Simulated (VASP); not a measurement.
# BaO (Fm-3m) in VASP: single point with LDA

Aim: the single point of BaO with LDA.

Everything below comes from runs of VASP 6.6.1. Logs are shortened: lines on timing, memory, paths and dates and some standing lists are left out, and cuts for length are marked.

### 1 The cell of the first run

It takes space group Fm-3m (No. 225, cubic). The conventional cell has a = 5.434 Å, b = 5.434 Å, c = 5.434 Å, α = 90.00°, β = 90.00°, γ = 90.00°. Ba (site symmetry m-3m) has 6 O at 2.72 Å within 3.6 Å. O (site symmetry m-3m) has 6 Ba at 2.72 Å within 3.6 Å.

### 2 Single point, LDA

The input, INCAR:

```
PREC = Accurate ; ENCUT = 1340
EDIFF = 1E-6 ; ISMEAR = 0
SIGMA = 0.01 ; LREAL = False
LASPH = True ; NELM = 120
ALGO = Normal ; ISIF = 2
LWAVE = False ; LCHARG = True
GGA = CA ; LELF = True
LVHAR = True ; NBANDS = 15
GGA_COMPAT = False
```

The input, KPOINTS:

```
regular mesh
0
Gamma
  8 8 8
```

The input, POSCAR:

```
BaO
1.0
    0.0000000000      2.7170796843      2.7170796843
    2.7170796843      0.0000000000      2.7170796843
    2.7170796843      2.7170796843      0.0000000000
Ba O
1 1
Direct
    0.0000000000      0.0000000000      0.0000000000
    0.5000000000      0.5000000000      0.5000000000
```

Potentials or basis: VASP PAW LDA potentials, release 64 (Ba_sv, O_h).

On the command line:

```
cat potpaw_LDA.64/Ba_sv/POTCAR potpaw_LDA.64/O_h/POTCAR > POTCAR
mpirun -np 1 vasp_std > vasp.out
```

OUTCAR:

```text
PREC = Accurate
   ENCUT = 1340
   EDIFF = 1E-6
   ISMEAR = 0
   LREAL = False
   LASPH = True
   NELM = 120
   ISIF = 2
   GGA = CA

 ion  position               nearest neighbor table
   1  0.000  0.000  0.000-   2 2.72   2 2.72   2 2.72   2 2.72   2 2.72   2 2.72
   2  0.500  0.500  0.500-   1 2.72   1 2.72   1 2.72   1 2.72   1 2.72   1 2.72

  LATTYP: Found a face centered cubic cell.
 ALAT       =     5.4341593686

  Lattice vectors:

 A1 = (   0.0000000000,   2.7170796843,   2.7170796843)
 A2 = (   2.7170796843,   0.0000000000,   2.7170796843)
 A3 = (   2.7170796843,   2.7170796843,   0.0000000000)

Analysis of symmetry for initial positions (statically):
=====================================================================
 Subroutine PRICEL returns:
 Original cell was already a primitive cell.

 Routine SETGRP: Setting up the symmetry group for a
 face centered cubic supercell.

 Subroutine GETGRP returns: Found 48 space group operations
 (whereof 48 operations were pure point group operations)
 out of a pool of 48 trial point group operations.

The static configuration has the point symmetry O_h .

Analysis of symmetry for dynamics (positions and initial velocities):
=====================================================================
 Subroutine PRICEL returns:
 Original cell was already a primitive cell.

 Routine SETGRP: Setting up the symmetry group for a
 face centered cubic supercell.

 Subroutine GETGRP returns: Found 48 space group operations
 (whereof 48 operations were pure point group operations)
 out of a pool of 48 trial point group operations.

The dynamic configuration has the point symmetry O_h .

 Subroutine INISYM returns: Found 48 space group operations
 (whereof 48 operations are pure point group operations),
 and found     1 'primitive' translations

----------------------------------------------------------------------------------------

                                     Primitive cell

  volume of cell :      40.1178

  direct lattice vectors                    reciprocal lattice vectors
     0.000000000  2.717079684  2.717079684    -0.184021103  0.184021103  0.184021103
     2.717079684  0.000000000  2.717079684     0.184021103 -0.184021103  0.184021103
     2.717079684  2.717079684  0.000000000     0.184021103  0.184021103 -0.184021103

  length of vectors
     3.842530940  3.842530940  3.842530940     0.318733900  0.318733900  0.318733900

  position of ions in fractional coordinates (direct lattice)
     0.000000000  0.000000000  0.000000000
     0.500000000  0.500000000  0.500000000

  ion indices of the primitive-cell ions
   primitive index   ion index
                 1           1
                 2           2

----------------------------------------------------------------------------------------

 KPOINTS: regular mesh

Automatic generation of k-mesh.
 Grid dimensions read from file:
 generate k-points for:    8    8    8

 Generating k-lattice:

  Cartesian coordinates                     Fractional coordinates (reciprocal lattice)
    -0.023002638  0.023002638  0.023002638     0.125000000  0.000000000  0.000000000
     0.023002638 -0.023002638  0.023002638     0.000000000  0.125000000  0.000000000
     0.023002638  0.023002638 -0.023002638     0.000000000  0.000000000  0.125000000

  Length of vectors
     0.039841737  0.039841737  0.039841737

  Shift w.r.t. Gamma in fractional coordinates (k-lattice)
     0.000000000  0.000000000  0.000000000

 Subroutine IBZKPT returns following result:
 ===========================================

 Found     29 irreducible k-points:

 Following reciprocal coordinates:
            Coordinates               Weight
  0.000000  0.000000  0.000000      1.000000
  0.125000  0.000000  0.000000      8.000000
  0.250000  0.000000  0.000000      8.000000
  0.375000  0.000000  0.000000      8.000000
  0.500000  0.000000  0.000000      4.000000
  0.125000  0.125000  0.000000      6.000000
[... 16 lines left out ...]
  0.500000  0.250000  0.125000     48.000000
 -0.375000  0.250000  0.125000     24.000000
 [... further k-points ...]
   k-points           NKPTS =     29   k-points in BZ     NKDIM =     29   number of bands    NBANDS=     15
   number of dos      NEDOS =    301   number of ions     NIONS =      2
   total plane-waves  NPLWV = 110592
   dimension x,y,z NGX =    48 NGY =   48 NGZ =   48
   dimension x,y,z NGXF=    96 NGYF=   96 NGZF=   96
   ions per type =               1   1
   NGX,Y,Z   is equivalent  to a cutoff of  20.77, 20.77, 20.77 a.u.
   NGXF,Y,Z  is equivalent  to a cutoff of  41.53, 41.53, 41.53 a.u.
 SYSTEM =  unknown system
   PREC   = accura    normal or accurate (medium, high low for compatibility)
   ISTART =      0    job   : 0-new  1-cont  2-samecut
   ICHARG =      2    charge: 1-file 2-atom 10-const
   ISPIN  =      1    spin polarized calculation?
   LNONCOLLINEAR =      F non collinear calculations
   LSORBIT =      F    spin-orbit coupling
   LASPH  =      T    aspherical Exc in radial PAW
   ENCUT  = 1340.0 eV  98.49 Ry    9.92 a.u.  11.47 11.47 11.47*2*pi/ulx,y,z
   NELM   =    120;   NELMIN=  2; NELMDL= -5     # of ELM steps
   EDIFF  = 0.1E-05   stopping-criterion for ELM
   LREAL  =      F    real-space projection
[... 7 lines left out ...]
   TEBEG  =    0.0;   TEEND  =   0.0 temperature during run
   PSTRESS=    0.0 pullay stress
   NELECT =      16.0000    total number of electrons
   NUPDOWN=      -1.0000    fix difference up-down
   EMIN   =  10.00;   EMAX   =-10.00  energy-range for DOS
   EFERMI =   0.00;   METHOD = LEGACY
   ISMEAR =     0;   SIGMA  =   0.01  broadening in eV -4-tet -1-fermi 0-gaus
   EFERMI_NEDOS =   21; number of points for ismear=-14 and -15
   IALGO  =     38    algorithm
   IMIX   =      4    mixing-type and parameters
     AMIX     =   0.40;   BMIX     =  1.00
     AMIX_MAG =   1.60;   BMIX_MAG =  1.00
  volume/ion in A,a.u.               =      20.06       135.36
  Fermi-wavevector in a.u.,A,eV,Ry     =   1.205043  2.277201 19.757401  1.452128
  Thomas-Fermi vector in A             =   2.340750
   LORBIT       =      0    0 simple, 1 ext, 2 COOP (PROOUT), +10 PAW based schemes
   GGA     = CA    functional components
   LHFCALC =     F    Hartree Fock is set to
   AEXX    =    0.0000 exact exchange contribution
   IVDW    =     0    specifies the selected vdW correction
   LEPSILON=     F    determine dielectric tensor
   LRPA    =     F    only Hartree local field effects (RPA)
 non-spin polarized calculation
 Gauss-broadening in eV      SIGMA  =   0.01
  energy-cutoff  :     1340.00
  volume of cell :       40.12
 maximum number of plane-waves:      4520
 NGX is ok and might be reduce to    48
   NGX = 23   NGY = 23   NGZ = 23

 number of electron      16.0000000 magnetization

 Free energy of the ion-electron system (eV)
  ---------------------------------------------------
  ext. energy  EPLUGINS =         0.00000000
  ---------------------------------------------------
  free energy    TOTEN  =       -13.11040668 eV

  energy without entropy =      -13.11040668  energy(sigma->0) =      -13.11040668

 E-fermi :   2.2624     XC(G=0): -10.3338

 val. band max:        2.1616256295   @ k =   0.5000   0.5000   0.0000
 cond. band min:       3.7614792923   @ k =   0.5000   0.5000   0.0000
 fundamental gap:      1.5998536628
 Fermi energy:         2.2623722385

 k-point     1 :       0.0000    0.0000    0.0000
  band No.  band energies     occupation
      1     -23.6287      2.00000
      2     -12.7145      2.00000
      3      -8.0154      2.00000
      4      -8.0154      2.00000
      5      -8.0154      2.00000
      6       1.6331      2.00000
      7       1.6331      2.00000
      8       1.6331      2.00000
      9       5.7225      0.00000
     10       6.7062      0.00000
     11       6.7062      0.00000
     12       6.7062      0.00000
     13       9.1707      0.00000
     14       9.1707      0.00000
     15      11.8493      0.00000

 k-point     2 :       0.1250    0.0000    0.0000
  band No.  band energies     occupation
      1     -23.5817      2.00000
      2     -12.8545      2.00000
      3      -8.0482      2.00000
      4      -8.0363      2.00000
      5      -8.0363      2.00000
      6       1.2673      2.00000
      7       1.4059      2.00000
      8       1.4059      2.00000
      9       6.3625      0.00000
     10       6.6018      0.00000
     11       7.0203      0.00000
     12       7.0203      0.00000
     13       9.6149      0.00000
     14       9.6149      0.00000
     15      12.8982      0.00000

 k-point     3 :       0.2500    0.0000    0.0000
  band No.  band energies     occupation
      1     -23.4646      2.00000
      2     -13.1921      2.00000
      3      -8.1213      2.00000
      4      -8.0855      2.00000
      5      -8.0855      2.00000
      6       0.5843      2.00000
      7       0.9260      2.00000
      8       0.9260      2.00000
      9       6.4729      0.00000
     10       7.8747      0.00000
     11       7.8747      0.00000
     12       8.0598      0.00000
     13      10.7064      0.00000
     14      10.7064      0.00000
     15      15.1763      0.00000
[... 343 lines left out ...]
 k-point    23 :       0.5000    0.2500    0.1250
  band No.  band energies     occupation
      1     -23.2830      2.00000
      2     -13.3990      2.00000
      3      -8.7626      2.00000
      4      -8.5784      2.00000
      5      -8.1353      2.00000
      6       0.4533      2.00000
      7       0.7361      2.00000
      8       1.4601      2.00000
      9       6.1062      0.00000
     10       8.1700      0.00000
     11       9.6935      0.00000
     12       9.8395      0.00000
     13      11.9965      0.00000
     14      13.4997      0.00000
     15      15.1506      0.00000

 k-point    24 :      -0.3750    0.2500    0.1250
  band No.  band energies     occupation
      1     -23.2417      2.00000
      2     -13.4644      2.00000
      3      -8.7873      2.00000
      4      -8.7591      2.00000
      5      -8.1198      2.00000
      6       0.3238      2.00000
      7       1.0527      2.00000
      8       1.1107      2.00000
      9       6.9113      0.00000
     10       7.5434      0.00000
     11      10.1888      0.00000
     12      10.3030      0.00000
     13      12.6229      0.00000
     14      14.2085      0.00000
     15      14.5640      0.00000

 [... further k-points ...]

------------------------ aborting loop because EDIFF is reached ----------------------------------------

  FORCE on cell =-STRESS in cart. coord.  units (eV):
  Direction    XX          YY          ZZ          XY          YZ          ZX
  --------------------------------------------------------------------------------------
  -------------------------------------------------------------------------------------
  Total        0.5489710      0.5489710      0.5489710      0.0000000     -0.0000000     -0.0000000
  in kB       21.9241530     21.9241530     21.9241530      0.0000000     -0.0000000     -0.0000000
  external PRESSURE =      21.9241530 kB  Pullay stress =       0.0000000 kB

 VOLUME and BASIS-vectors are now :
 -----------------------------------------------------------------------------
  energy-cutoff  :     1340.00
  volume of cell :       40.12
      direct lattice vectors                 reciprocal lattice vectors
     0.000000000  2.717079684  2.717079684    -0.184021103  0.184021103  0.184021103
     2.717079684  0.000000000  2.717079684     0.184021103 -0.184021103  0.184021103
     2.717079684  2.717079684  0.000000000     0.184021103  0.184021103 -0.184021103

 POSITION                                       TOTAL-FORCE (eV/Angst)
 -----------------------------------------------------------------------------------
      0.00000      0.00000      0.00000        -0.000000     -0.000000     -0.000000
      2.71708      2.71708      2.71708         0.000000      0.000000      0.000000
 -----------------------------------------------------------------------------------
    total drift:                               -0.000000     -0.000000     -0.000000

  FREE ENERGIE OF THE ION-ELECTRON SYSTEM (eV)
  ---------------------------------------------------
  free  energy   TOTEN  =       -13.1104066774 eV

  energy  without entropy=      -13.1104066774  energy(sigma->0) =      -13.11040668
```

Wall time 58 s (1 thread of Intel Xeon Platinum 8259CL at 2.50GHz (Skylake/Cascade Lake), shared host); peak memory 0.31 GiB.

Results:

```yaml
Free_energy: -13.1104 eV
Pressure: 2.2 GPa
Band_gap_on_the_k_mesh: 1.60 eV
```

Caveat: spin-orbit coupling is left out, which moves the levels of the heavy elements.
